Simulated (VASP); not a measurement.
# HfH2 (I4/mmm) in VASP: electric field gradients with r2SCAN

Aim: the electric field gradients of HfH2 with r2SCAN.

All numbers are computed with VASP 6.6.1; they aren't measurements. Logs are shortened: lines on timing, memory, paths and dates and some standing lists are left out, and cuts for length are marked.

## (1) The cell of the first run

The structure is tetragonal, space group I4/mmm (No. 139). The conventional cell has a = 3.496 Å, b = 3.496 Å, c = 4.332 Å, α = 90.00°, β = 90.00°, γ = 90.00°. Within 2.7 Å of Hf (site symmetry 4/mmm) lie 8 H at 2.06 Å. H (site symmetry -4m2) has 4 Hf at 2.06 Å and 6 H at 2.17 to 2.47 Å within 2.7 Å.

## (2) Electric field gradients, r2SCAN

The input, POSCAR:

```
HfH2
1.0
   -1.7478424935      1.7478424935      2.1660367287
    1.7478424935     -1.7478424935      2.1660367287
    1.7478424935      1.7478424935     -2.1660367287
Hf H
1 2
Direct
    0.0000000000      0.0000000000      0.0000000000
    0.2500000000      0.7500000000      0.5000000000
    0.7500000000      0.2500000000      0.5000000000
```

The input, INCAR.step1:

```
SYSTEM = HfH2
PREC = Accurate ; ENCUT = 520
ISMEAR = -1 ; SIGMA = 0.03
LREAL = .False. ; LASPH = .True.
NELM = 100 ; NBANDS = 13
GGA = PE ; ALGO = Normal
EDIFF = 1E-4 ; LWAVE = .True.
LCHARG = .False.
```

The input, INCAR.step2:

```
SYSTEM = HfH2
PREC = Accurate ; ENCUT = 520
EDIFF = 1E-8 ; ISMEAR = -1
SIGMA = 0.03 ; LREAL = .False.
LASPH = .True. ; NELM = 100
ALGO = Normal ; ISIF = 2
LWAVE = .False. ; LCHARG = .False.
METAGGA = R2SCAN ; LMIXTAU = .True.
LEFG = .True. ; NBANDS = 13
ISTART = 1
```

The input, KPOINTS:

```
regular mesh
0
Gamma
  15 15 15
  0 0 0
```

Potentials or basis: VASP PAW PBE potentials, release 64 (Hf_pv, H).

On the command line:

```bash
> cat potpaw_PBE.64/Hf_pv/POTCAR potpaw_PBE.64/H/POTCAR > POTCAR
> cp INCAR.step1 INCAR
> mpirun -np 1 vasp_std > vasp.out
> cp INCAR.step2 INCAR
> mpirun -np 1 vasp_std > vasp.out
```

OUTCAR:

```text
SYSTEM = HfH2
   PREC = Accurate
   ENCUT = 520
   EDIFF = 1E-8
   ISMEAR = -1
   LREAL = .False.
   LASPH = .True.
   NELM = 100
   ISIF = 2
   METAGGA = R2SCAN
   ISTART = 1

 ion  position               nearest neighbor table
   1  0.000  0.000  0.000-   3 2.06   2 2.06   2 2.06   3 2.06   2 2.06   3 2.06   3 2.06   2 2.06

   2  0.250  0.750  0.500-   1 2.06   1 2.06   1 2.06   1 2.06
   3  0.750  0.250  0.500-   1 2.06   1 2.06   1 2.06   1 2.06

  LATTYP: Found a body centered tetragonal cell.
 ALAT       =     3.4956849870
 C/A-ratio  =     1.2392631125

  Lattice vectors:

 A1 = (  -1.7478424935,   1.7478424935,   2.1660367287)
 A2 = (   1.7478424935,  -1.7478424935,   2.1660367287)
 A3 = (   1.7478424935,   1.7478424935,  -2.1660367287)

Analysis of symmetry for initial positions (statically):
=====================================================================
 Subroutine PRICEL returns:
 Original cell was already a primitive cell.

 Routine SETGRP: Setting up the symmetry group for a
 body centered tetragonal supercell.

 Subroutine GETGRP returns: Found 16 space group operations
 (whereof 16 operations were pure point group operations)
 out of a pool of 16 trial point group operations.

The static configuration has the point symmetry D_4h.

Analysis of symmetry for dynamics (positions and initial velocities):
=====================================================================
 Subroutine PRICEL returns:
 Original cell was already a primitive cell.

 Routine SETGRP: Setting up the symmetry group for a
 body centered tetragonal supercell.

 Subroutine GETGRP returns: Found 16 space group operations
 (whereof 16 operations were pure point group operations)
 out of a pool of 16 trial point group operations.

The dynamic configuration has the point symmetry D_4h.

 Subroutine INISYM returns: Found 16 space group operations
 (whereof 16 operations are pure point group operations),
 and found     1 'primitive' translations

----------------------------------------------------------------------------------------

                                     Primitive cell

  volume of cell :      26.4686

  direct lattice vectors                    reciprocal lattice vectors
    -1.747842494  1.747842494  2.166036729     0.000000000  0.286066966  0.230836344
     1.747842494 -1.747842494  2.166036729     0.286066966  0.000000000  0.230836344
     1.747842494  1.747842494 -2.166036729     0.286066966  0.286066966  0.000000000

  length of vectors
     3.286582096  3.286582096  3.286582096     0.367586353  0.367586353  0.404559784

  position of ions in fractional coordinates (direct lattice)
     0.000000000  0.000000000  0.000000000
     0.250000000  0.750000000  0.500000000
     0.750000000  0.250000000  0.500000000

  ion indices of the primitive-cell ions
   primitive index   ion index
                 1           1
                 2           2
                 3           3

----------------------------------------------------------------------------------------

 KPOINTS: regular mesh

Automatic generation of k-mesh.
 Grid dimensions read from file:
 generate k-points for:   15   15   15

 Generating k-lattice:

  Cartesian coordinates                     Fractional coordinates (reciprocal lattice)
     0.000000000  0.019071131  0.015389090     0.066666667  0.000000000  0.000000000
     0.019071131  0.000000000  0.015389090     0.000000000  0.066666667  0.000000000
     0.019071131  0.019071131  0.000000000     0.000000000  0.000000000  0.066666667

  Length of vectors
     0.024505757  0.024505757  0.026970652

  Shift w.r.t. Gamma in fractional coordinates (k-lattice)
     0.000000000  0.000000000  0.000000000

[... 35 lines left out ...]
   dimension x,y,z NGX =    24 NGY =   24 NGZ =   24
   dimension x,y,z NGXF=    48 NGYF=   48 NGZF=   48
   ions per type =               1   2
   NGX,Y,Z   is equivalent  to a cutoff of  12.14, 12.14, 12.14 a.u.
   NGXF,Y,Z  is equivalent  to a cutoff of  24.28, 24.28, 24.28 a.u.
 SYSTEM =  HfH2
   PREC   = accura    normal or accurate (medium, high low for compatibility)
   ISTART =      1    job   : 0-new  1-cont  2-samecut
   ICHARG =      0    charge: 1-file 2-atom 10-const
   ISPIN  =      1    spin polarized calculation?
   LNONCOLLINEAR =      F non collinear calculations
   LSORBIT =      F    spin-orbit coupling
   LASPH  =      T    aspherical Exc in radial PAW
   ENCUT  =  520.0 eV  38.22 Ry    6.18 a.u.   6.11  6.11  6.11*2*pi/ulx,y,z
   NELM   =    100;   NELMIN=  2; NELMDL=  0     # of ELM steps
   EDIFF  = 0.1E-07   stopping-criterion for ELM
   LREAL  =      F    real-space projection
   EDIFFG = 0.1E-06   stopping-criterion for IOM
   NSW    =      0    number of steps for IOM
   IBRION =     -1    ionic relax: 0-MD 1-quasi-New 2-CG
   NFREE  =      0    steps in history (QN), initial steepest desc. (CG)
   ISIF   =      2    stress and relaxation
   ISYM   =      2    0-nonsym 1-usesym 2-fastsym
   POTIM  = 0.5000    time-step for ionic-motion
   TEBEG  =    0.0;   TEEND  =   0.0 temperature during run
   PSTRESS=    0.0 pullay stress
   NELECT =      12.0000    total number of electrons
   NUPDOWN=      -1.0000    fix difference up-down
   EMIN   =  10.00;   EMAX   =-10.00  energy-range for DOS
   EFERMI =   0.00;   METHOD = LEGACY
   ISMEAR =    -1;   SIGMA  =   0.03  broadening in eV -4-tet -1-fermi 0-gaus
   EFERMI_NEDOS =   21; number of points for ismear=-14 and -15
   IALGO  =     38    algorithm
   IMIX   =      4    mixing-type and parameters
     AMIX     =   0.40;   BMIX     =  1.00
     AMIX_MAG =   1.60;   BMIX_MAG =  1.00
  volume/ion in A,a.u.               =       8.82        59.54
  Fermi-wavevector in a.u.,A,eV,Ry     =   1.257646  2.376607 21.519977  1.581674
  Thomas-Fermi vector in A             =   2.391295
   LORBIT       =      0    0 simple, 1 ext, 2 COOP (PROOUT), +10 PAW based schemes
   METAGGA = R2SCAN    functional components
   LHFCALC =     F    Hartree Fock is set to
   AEXX    =    0.0000 exact exchange contribution
   IVDW    =     0    specifies the selected vdW correction
   LEPSILON=     F    determine dielectric tensor
   LRPA    =     F    only Hartree local field effects (RPA)
 non-spin polarized calculation
  energy-cutoff  :      520.00
  volume of cell :       26.47
 maximum number of plane-waves:       736
   NGX = 13   NGY = 13   NGZ = 13

 number of electron      12.0000000 magnetization

 Free energy of the ion-electron system (eV)
  ---------------------------------------------------
  ext. energy  EPLUGINS =         0.00000000
  ---------------------------------------------------
  free energy    TOTEN  =       -53.67849974 eV

  energy without entropy =      -53.67700329  energy(sigma->0) =      -53.67775151

 E-fermi :   5.4614     XC(G=0): -12.1818

 val. band max:        5.4544148886   @ k =  -0.1333   0.1333   0.0667
 cond. band min:       5.4629205633   @ k =   0.0667   0.0667  -0.0000
 fundamental gap:      0.0085056748
 Fermi energy:         5.4614279980

 k-point     1 :       0.0000    0.0000    0.0000
  band No.  band energies     occupation
      1     -26.8982      2.00000
      2     -26.8982      2.00000
      3     -26.8447      2.00000
      4      -6.5120      2.00000
      5       3.6877      2.00000
      6       4.9491      2.00000
      7       4.9491      2.00000
      8       6.0053      0.00000
      9       7.2718      0.00000
     10       8.7920      0.00000
     11      16.6178      0.00000
     12      17.1383      0.00000
     13      17.7074      0.00000
[... 354 lines left out ...]
  band No.  band energies     occupation
      1     -27.1953      2.00000
      2     -26.9985      2.00000
      3     -26.8893      2.00000
      4      -4.5867      2.00000
      5      -0.1587      2.00000
      6       4.9068      2.00000
      7       6.3763      0.00000
      8       7.5191      0.00000
      9       8.9031      0.00000
     10      11.1350      0.00000
     11      13.5729      0.00000
     12      16.5817      0.00000
     13      16.6296      0.00000

 [... further k-points ...]
[... 5 lines left out ...]
  --------------------------------------------------------------------------------------
  -------------------------------------------------------------------------------------
  Total       -0.7853552     -0.7853552     -0.6734413      0.0000000      0.0000000      0.0000000
  in kB      -47.5385946    -47.5385946    -40.7642933      0.0000000      0.0000000      0.0000000
  external PRESSURE =     -45.2804942 kB  Pullay stress =       0.0000000 kB

 VOLUME and BASIS-vectors are now :
 -----------------------------------------------------------------------------
  energy-cutoff  :      520.00
  volume of cell :       26.47
      direct lattice vectors                 reciprocal lattice vectors
    -1.747842494  1.747842494  2.166036729     0.000000000  0.286066966  0.230836344
     1.747842494 -1.747842494  2.166036729     0.286066966  0.000000000  0.230836344
     1.747842494  1.747842494 -2.166036729     0.286066966  0.286066966  0.000000000

 POSITION                                       TOTAL-FORCE (eV/Angst)
 -----------------------------------------------------------------------------------
      0.00000      0.00000      0.00000        -0.000000      0.000000      0.000000
      1.74784      0.00000      1.08302        -0.000000      0.000000      0.000000
      0.00000      1.74784      1.08302         0.000000     -0.000000     -0.000000
 -----------------------------------------------------------------------------------
    total drift:                                0.000000      0.000000      0.000000

  FREE ENERGIE OF THE ION-ELECTRON SYSTEM (eV)
  ---------------------------------------------------
  free  energy   TOTEN  =       -53.6784997388 eV

  energy  without entropy=      -53.6770032911  energy(sigma->0) =      -53.67775151

 Electric field gradients (V/A^2)
---------------------------------------------------------------------
 ion       V_xx      V_yy      V_zz      V_xy      V_xz      V_yz
---------------------------------------------------------------------
   1      13.447    13.447   -26.893     0.001     0.000     0.000
   2      -0.012    -0.012     0.024     0.002     0.002     0.002
   3      -0.012    -0.012     0.024     0.002     0.002     0.002
---------------------------------------------------------------------

 Electric field gradients after diagonalization (V/A^2)
 (convention: |V_zz| > |V_xx| > |V_yy|)
----------------------------------------------------------------------
 ion       V_xx      V_yy      V_zz     asymmetry (V_yy - V_xx)/ V_zz
----------------------------------------------------------------------
   1      13.447    13.446   -26.893       0.000
   2      -0.014    -0.010     0.024       0.140
   3      -0.014    -0.010     0.024       0.140
----------------------------------------------------------------------

           NMR quadrupolar parameters

 Cq : quadrupolar parameter    Cq=e*Q*V_zz/h
 eta: asymmetry parameters     (V_yy - V_xx)/ V_zz
 Q  : nuclear electric quadrupole moment in mb (millibarn)
----------------------------------------------------------------------
 ion       Cq(MHz)       eta       Q (mb)
----------------------------------------------------------------------
   1      -0.065       0.000       1.000
   2       0.000       0.140       1.000
   3       0.000       0.140       1.000
----------------------------------------------------------------------
```

It took 3.1 min on 1 thread of Intel Xeon Platinum 8259CL at 2.50GHz (Skylake/Cascade Lake), shared host; peak memory 0.23 GiB.

Results:

```yaml
Free_energy: -53.6785 eV
Pressure: -4.5 GPa
Band_gap_on_the_k_mesh: zero (bands 6 and 7 overlap by 0.92 eV)
Largest_electric_field_gradient_by_atom: Hf -26.9; H +0.0 V/Å²
```

Levels at points of the mesh, in eV from the Fermi level:
```csv
k point,band 2,band 3,band 4,band 5,band 6,band 7,band 8,band 9,band 10,band 11
"(0.00, 0.00, 0.00)",-32.36,-32.31,-11.97,-1.77,-0.51,-0.51,0.54,1.81,3.33,11.16
```

Electric field gradients, principal values (V/Å²):
```csv
atom,least,middle,greatest (by size)
1 Hf,13.446,13.447,-26.893
2 H,-0.010,-0.014,0.024
3 H,-0.010,-0.014,0.024
```

Caveat: the cell stands under tension; without QUAD_EFG the Cq values of the log hold for a quadrupole moment of 1 mb, not for the nuclei; the PAW data sets were made with another functional, which shifts forces and pressure a little; spin-orbit coupling is left out, which moves the levels of the heavy elements.
